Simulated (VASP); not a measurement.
# Ga (P6_3/mmc) in VASP: relaxation of shape and atoms at fixed volume with r2SCAN

Aim: the relaxation of shape and atoms at fixed volume of Ga with r2SCAN.

Everything below comes from runs of VASP 6.6.1. Logs are shortened: lines on timing, memory, paths and dates and some standing lists are left out, and cuts for length are marked.

**1. The cell of the first run**

Symmetry: P6_3/mmc, No. 194, hexagonal system. Conventional cell: a = 2.948 Å, b = 2.948 Å, c = 4.774 Å, α = 90.00°, β = 90.00°, γ = 120.00°. Within 3.9 Å of Ga (site symmetry -6m2) lie 12 Ga at 2.93 to 2.95 Å.

This isn't the form of Ga at room conditions, which is orthorhombic.

**2. Relaxation of shape and atoms at fixed volume, r2SCAN (17.97 Å³/atom)**

Contents of POSCAR:

```
Ga
1.0
    2.9478801678      0.0000000000      0.0000000000
   -1.4739400839      2.5529391126      0.0000000000
    0.0000000000      0.0000000000      4.7743790250
Ga
2
Direct
    0.3333333333      0.6666666667      0.7500000000
    0.6666666667      0.3333333333      0.2500000000
```

Contents of INCAR.step1:

```
SYSTEM = Ga
PREC = Accurate
ENCUT = 550
ISMEAR = 0
SIGMA = 0.05
LREAL = .FALSE.
LASPH = .TRUE.
NELM = 120
GGA = PE
ALGO = Normal
EDIFF = 1E-5
LWAVE = .TRUE.
LCHARG = .FALSE.
GGA_COMPAT = .FALSE.
IBRION = 2
ISIF = 3
EDIFFG = -0.005
NELMIN = 4
NSW = 100
```

Contents of INCAR.step2:

```
SYSTEM = Ga
PREC = Accurate
ENCUT = 550
EDIFF = 1E-7
ISMEAR = 0
SIGMA = 0.05
LREAL = .FALSE.
LASPH = .TRUE.
NELM = 120
ALGO = Normal
ISIF = 4
LWAVE = .FALSE.
LCHARG = .FALSE.
METAGGA = R2SCAN
LMIXTAU = .TRUE.
IBRION = 2
NSW = 60
EDIFFG = -0.01
ISTART = 1
GGA_COMPAT = .FALSE.
NELMIN = 4
```

Contents of KPOINTS:

```
regular mesh
0
G
  16 16 10
  0 0 0
```

Potentials or basis: VASP PAW PBE potentials, release 64 (Ga_d).

The run is started by

```
cat potpaw_PBE.64/Ga_d/POTCAR > POTCAR
cp INCAR.step1 INCAR
mpirun -np 1 vasp_std > vasp.out
cp INCAR.step2 INCAR
mpirun -np 1 vasp_std > vasp.out
```

OUTCAR:

```text
SYSTEM = Ga
   PREC = Accurate
   ENCUT = 550
   EDIFF = 1E-7
   ISMEAR = 0
   LREAL = .FALSE.
   LASPH = .TRUE.
   NELM = 120
   ISIF = 4
   METAGGA = R2SCAN
   IBRION = 2
   NSW = 60
   EDIFFG = -0.01
   ISTART = 1
   NELMIN = 4

 ion  position               nearest neighbor table
   1  0.333  0.667  0.750-
   2  0.667  0.333  0.250-

  LATTYP: Found a hexagonal cell.
 ALAT       =     2.9478801678
 C/A-ratio  =     1.6195973897

  Lattice vectors:

 A1 = (   2.9478801678,   0.0000000000,   0.0000000000)
 A2 = (  -1.4739400839,   2.5529391126,   0.0000000000)
 A3 = (   0.0000000000,   0.0000000000,   4.7743790250)

Analysis of symmetry for initial positions (statically):
=====================================================================
 Subroutine PRICEL returns:
 Original cell was already a primitive cell.

 Routine SETGRP: Setting up the symmetry group for a
 hexagonal supercell.

 Subroutine GETGRP returns: Found 24 space group operations
 (whereof 12 operations were pure point group operations)
 out of a pool of 24 trial point group operations.

The static configuration has the point symmetry D_3d.
 The point group associated with its full space group is D_6h.

Analysis of symmetry for dynamics (positions and initial velocities):
=====================================================================
 Subroutine PRICEL returns:
 Original cell was already a primitive cell.

 Routine SETGRP: Setting up the symmetry group for a
 hexagonal supercell.

 Subroutine GETGRP returns: Found 24 space group operations
 (whereof 12 operations were pure point group operations)
 out of a pool of 24 trial point group operations.

The dynamic configuration has the point symmetry D_3d.
 The point group associated with its full space group is D_6h.

 Subroutine INISYM returns: Found 24 space group operations
 (whereof 12 operations are pure point group operations),
 and found     1 'primitive' translations

----------------------------------------------------------------------------------------

                                     Primitive cell

  volume of cell :      35.9308

  direct lattice vectors                    reciprocal lattice vectors
     2.947880168  0.000000000  0.000000000     0.339226815  0.195852693  0.000000000
    -1.473940084  2.552939113  0.000000000     0.000000000  0.391705386  0.000000000
     0.000000000  0.000000000  4.774379025     0.000000000  0.000000000  0.209451322

  length of vectors
     2.947880168  2.947880168  4.774379025     0.391705386  0.391705386  0.209451322

  position of ions in fractional coordinates (direct lattice)
     0.333333333  0.666666667  0.750000000
     0.666666667  0.333333333  0.250000000

  ion indices of the primitive-cell ions
   primitive index   ion index
                 1           1
                 2           2

----------------------------------------------------------------------------------------

 KPOINTS: regular mesh

Automatic generation of k-mesh.
 Grid dimensions read from file:
 generate k-points for:   16   16   10

 Generating k-lattice:

  Cartesian coordinates                     Fractional coordinates (reciprocal lattice)
     0.021201676  0.012240793  0.000000000     0.062500000  0.000000000  0.000000000
[... 54 lines left out ...]
   LNONCOLLINEAR =      F non collinear calculations
   LSORBIT =      F    spin-orbit coupling
   LASPH  =      T    aspherical Exc in radial PAW
   ENCUT  =  550.0 eV  40.42 Ry    6.36 a.u.   5.64  5.64  9.13*2*pi/ulx,y,z
   NELM   =    120;   NELMIN=  4; NELMDL=  0     # of ELM steps
   EDIFF  = 0.1E-06   stopping-criterion for ELM
   LREAL  =      F    real-space projection
   EDIFFG = -.1E-01   stopping-criterion for IOM
   NSW    =     60    number of steps for IOM
   IBRION =      2    ionic relax: 0-MD 1-quasi-New 2-CG
   NFREE  =      1    steps in history (QN), initial steepest desc. (CG)
   ISIF   =      4    stress and relaxation
   ISYM   =      2    0-nonsym 1-usesym 2-fastsym
   POTIM  = 0.5000    time-step for ionic-motion
   TEBEG  =    0.0;   TEEND  =   0.0 temperature during run
   PSTRESS=    0.0 pullay stress
   NELECT =      26.0000    total number of electrons
   NUPDOWN=      -1.0000    fix difference up-down
   EMIN   =  10.00;   EMAX   =-10.00  energy-range for DOS
   EFERMI =   0.00;   METHOD = LEGACY
   ISMEAR =     0;   SIGMA  =   0.05  broadening in eV -4-tet -1-fermi 0-gaus
   EFERMI_NEDOS =   21; number of points for ismear=-14 and -15
   IALGO  =     38    algorithm
   IMIX   =      4    mixing-type and parameters
     AMIX     =   0.40;   BMIX     =  1.00
     AMIX_MAG =   1.60;   BMIX_MAG =  1.00
  volume/ion in A,a.u.               =      17.97       121.24
  Fermi-wavevector in a.u.,A,eV,Ry     =   1.469750  2.777425 29.390842  2.160166
  Thomas-Fermi vector in A             =   2.585090
   LORBIT       =      0    0 simple, 1 ext, 2 COOP (PROOUT), +10 PAW based schemes
   METAGGA = R2SCAN    functional components
   LHFCALC =     F    Hartree Fock is set to
   AEXX    =    0.0000 exact exchange contribution
   IVDW    =     0    specifies the selected vdW correction
   LEPSILON=     F    determine dielectric tensor
   LRPA    =     F    only Hartree local field effects (RPA)
 conjugate gradient relaxation of ions
 non-spin polarized calculation
 Gauss-broadening in eV      SIGMA  =   0.05
  energy-cutoff  :      550.00
  volume of cell :       35.93
 maximum number of plane-waves:      1093
 NGX is ok and might be reduce to    24
   NGX = 11   NGY = 11   NGZ = 19

--------------------------------------- Ionic step        1  -------------------------------------------

 number of electron      26.0000016 magnetization

 Free energy of the ion-electron system (eV)
  ---------------------------------------------------
  ext. energy  EPLUGINS =         0.00000000
  ---------------------------------------------------
  free energy    TOTEN  =       -22.57959893 eV

  energy without entropy =      -22.57870238  energy(sigma->0) =      -22.57915065

------------------------ aborting loop because EDIFF is reached ----------------------------------------

  FORCE on cell =-STRESS in cart. coord.  units (eV):
  Direction    XX          YY          ZZ          XY          YZ          ZX
  --------------------------------------------------------------------------------------
  -------------------------------------------------------------------------------------
  Total        0.0221304      0.0221304     -0.0129131      0.0000000      0.0000000      0.0000000
  in kB        0.9868083      0.9868083     -0.5758029      0.0000000      0.0000000      0.0000000
  external PRESSURE =       0.4659379 kB  Pullay stress =       0.0000000 kB

 VOLUME and BASIS-vectors are now :
 -----------------------------------------------------------------------------
  energy-cutoff  :      550.00
  volume of cell :       35.93
      direct lattice vectors                 reciprocal lattice vectors
     2.947880168  0.000000000  0.000000000     0.339226815  0.195852693  0.000000000
    -1.473940084  2.552939113  0.000000000     0.000000000  0.391705386  0.000000000
     0.000000000  0.000000000  4.774379025     0.000000000  0.000000000  0.209451322

 POSITION                                       TOTAL-FORCE (eV/Angst)
 -----------------------------------------------------------------------------------
     -0.00000      1.70196      3.58078        -0.000000      0.000000      0.000000
      1.47394      0.85098      1.19359         0.000000      0.000000     -0.000000
 -----------------------------------------------------------------------------------
    total drift:                               -0.000000      0.000000      0.000000

  FREE ENERGIE OF THE ION-ELECTRON SYSTEM (eV)
  ---------------------------------------------------
  free  energy   TOTEN  =       -22.5795989280 eV

  energy  without entropy=      -22.5787023785  energy(sigma->0) =      -22.57915065

--------------------------------------- Ionic step        2  -------------------------------------------

 number of electron      26.0000016 magnetization

 Free energy of the ion-electron system (eV)
  ---------------------------------------------------
  ext. energy  EPLUGINS =         0.00000000
  ---------------------------------------------------
  free energy    TOTEN  =       -22.57960959 eV

  energy without entropy =      -22.57871792  energy(sigma->0) =      -22.57916375

 E-fermi :   5.9478     XC(G=0): -12.4796

 val. band max:        5.9447059055   @ k =   0.3125   0.0000   0.1000
 cond. band min:       5.9522840145   @ k =   0.3125   0.0625   0.4000
 fundamental gap:      0.0075781090
 Fermi energy:         5.9477690203

 k-point     1 :       0.0000    0.0000    0.0000
  band No.  band energies     occupation
      1      -9.6761      2.00000
      2      -9.5652      2.00000
      3      -9.5510      2.00000
      4      -9.5510      2.00000
      5      -9.5232      2.00000
      6      -9.5232      2.00000
[... 457 lines left out ...]
      4      -9.5561      2.00000
      5      -9.4764      2.00000
      6      -9.4557      2.00000
[... 9 lines left out ...]
     16      11.7784      0.00000
     17      12.7765      0.00000

 [... further k-points ...]

------------------------ aborting loop because EDIFF is reached ----------------------------------------

  FORCE on cell =-STRESS in cart. coord.  units (eV):
  Direction    XX          YY          ZZ          XY          YZ          ZX
  --------------------------------------------------------------------------------------
  -------------------------------------------------------------------------------------
  Total        0.0116456      0.0116456      0.0253433      0.0000000      0.0000000      0.0000000
  in kB        0.5192851      0.5192851      1.1300730      0.0000000      0.0000000      0.0000000
  external PRESSURE =       0.7228811 kB  Pullay stress =       0.0000000 kB

 VOLUME and BASIS-vectors are now :
 -----------------------------------------------------------------------------
  energy-cutoff  :      550.00
  volume of cell :       35.93
      direct lattice vectors                 reciprocal lattice vectors
     2.948711012  0.000000000  0.000000000     0.339131233  0.195797508 -0.000000000
    -1.474355506  2.553658645  0.000000000     0.000000000  0.391595017 -0.000000000
     0.000000000  0.000000000  4.771688895     0.000000000  0.000000000  0.209569404

 POSITION                                       TOTAL-FORCE (eV/Angst)
 -----------------------------------------------------------------------------------
     -0.00000      1.70244      3.57877         0.000000     -0.000000      0.000000
      1.47436      0.85122      1.19292        -0.000000      0.000000      0.000000
 -----------------------------------------------------------------------------------
    total drift:                               -0.000000      0.000000      0.000000

  FREE ENERGIE OF THE ION-ELECTRON SYSTEM (eV)
  ---------------------------------------------------
  free  energy   TOTEN  =       -22.5796095935 eV

  energy  without entropy=      -22.5787179162  energy(sigma->0) =      -22.57916375

 reached required accuracy - stopping structural energy minimisation
```

It took 12 min on 1 thread of Intel Xeon Platinum 8488C (Sapphire Rapids), shared host; peak memory 0.24 GiB.

Results:

- Free energy: -22.5796 eV
- Energy gained by relaxing: 0.0 meV/atom
- Ionic steps: 2
- Pressure after relaxing: 0.1 GPa
- Band gap on the k mesh: zero (bands 13 and 14 overlap by 8.48 eV)

Final structure:
```
Ga
1.0
     2.94871    0.00000    0.00000
    -1.47436    2.55366    0.00000
     0.00000    0.00000    4.77169
Ga
2
Direct
  0.33333 0.66667 0.75000
  0.66667 0.33333 0.25000
```

Caveat: the PAW data sets were made with another functional, which shifts forces and pressure a little.
